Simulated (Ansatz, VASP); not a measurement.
# Two plane-wave programs on SnO2

```xyz
6
Lattice="0.0000 3.9339 3.9339 3.9339 0.0000 3.9339 3.9339 3.9339 0.0000" Properties=species:S:1:pos:R:3 pbc="T T T"
Sn    5.9008    5.9008    5.9008
Sn    1.9669    1.9669    1.9669
O     3.0893    3.0893    3.0893
O     4.7784    4.7784    3.0893
O     4.7784    3.0893    4.7784
O     3.0893    4.7784    4.7784
```

Alike in both runs: functional PBE; k mesh 4 × 4 × 4; occupations gaussian, width 0.1 eV; no spin polarisation.

Ansatz relaxed the structure, and its values are those at the end. VASP's run is a single point on that final structure, the one shown.

|  | VASP | Ansatz |
| --- | --- | --- |
| version | VASP 6.6.1 | Ansatz 0.2.0 |
| potentials or method | VASP PAW PBE potentials, release 64 (Sn_d, O_h), cutoff 1340 eV | scalar-relativistic, plane waves, PAW |
| valence electrons in the cell | 52 | 52 |

|  | VASP | Ansatz | Ansatz less VASP |
| --- | --- | --- | --- |
| gap on the k mesh at the Fermi level (eV) | none | none | - |
| pressure (GPa) | 0.0 | 0.0 | +0.03 |
| rms of the force components (eV/Å) | 0.016 | 0.002 | -0.0137 |

A gap of «none» marks a metal or a gap that the smearing closes. With one functional, cell and mesh, what is left measures potentials, basis and numerics.
